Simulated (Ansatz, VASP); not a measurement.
## RuRh2 in VASP and in Ansatz

The input INCAR:

```
SYSTEM = RuRh2
  PREC = Accurate
  ENCUT = 520
  EDIFF = 1E-7
  ISMEAR = 0
  SIGMA = 0.1
  LREAL = .False.
  LASPH = .True.
  NELM = 60
  ALGO = Fast
  ISIF = 2
  LWAVE = .False.
  LCHARG = .False.
  GGA = PE
  NBANDS = 53
```

Contents of KPOINTS:

```
Automatic mesh
0
Gamma
  6 6 4
  0 0 0
```

File POSCAR:

```
RuRh2
1.0
    3.8558879683      0.0000000000      0.0000000000
    0.0000000000      3.8558879683      0.0000000000
    0.0000000000      0.0000000000      5.5509946921
Ru Rh
2 4
Direct
    0.0000000000      0.0000000000      0.0000000000
    0.5000000000      0.5000000000      0.5000000000
    0.0000000000      0.5000000000      0.2030000000
    0.0000000000      0.5000000000      0.7030000000
    0.5000000000      0.0000000000      0.2970000000
    0.5000000000      0.0000000000      0.7970000000
```

Input for Ansatz:

```yaml
crystal:
  lattice:
    - [3.8558879683, 0.0, 0.0]
    - [0.0, 3.8558879683, 0.0]
    - [0.0, 0.0, 5.5509946921]
  atoms:
    - { symbol: Ru, position: [0.0, 0.0, 0.0] }
    - { symbol: Ru, position: [0.5, 0.5, 0.5] }
    - { symbol: Rh, position: [0.0, 0.5, 0.203] }
    - { symbol: Rh, position: [0.0, 0.5, 0.703] }
    - { symbol: Rh, position: [0.5, 0.0, 0.297] }
    - { symbol: Rh, position: [0.5, 0.0, 0.797] }
basis:
  ecutwfc: 420
kpoints:
  mp_grid: { grid: [6, 6, 4] }
hamiltonian:
  xc: pbe
scf:
  occupations: { method: gaussian, width: 0.1 }
  lower_state_search: "off"
output:
  forces: true
  stress: true
  eigenvalues: true
```

Alike in both runs: task single point; functional PBE; k mesh 6 × 6 × 4; occupations gaussian, width 0.1 eV; no spin polarisation.

```csv
,VASP,Ansatz
version,VASP 6.6.1,Ansatz 0.2.0
potentials or method,"VASP PAW PBE potentials, release 64 (Ru_pv, Rh_pv), cutoff 520 eV","scalar-relativistic, plane waves, PAW"
valence electrons in the cell,88,100
```

```tsv
	VASP	Ansatz	Ansatz less VASP
gap on the k mesh at the Fermi level (eV)	none	none	-
rms of the force components (eV/Å)	1.153	1.115	-0.0380
```

Atom by atom the forces differ by 0.038 eV/Å (rms over components). A gap of «none» marks a metal or a gap that the smearing closes. VASP's potentials hold 88 valence electrons a cell and Ansatz's 100, so a difference there can come from the potentials and not from the codes.
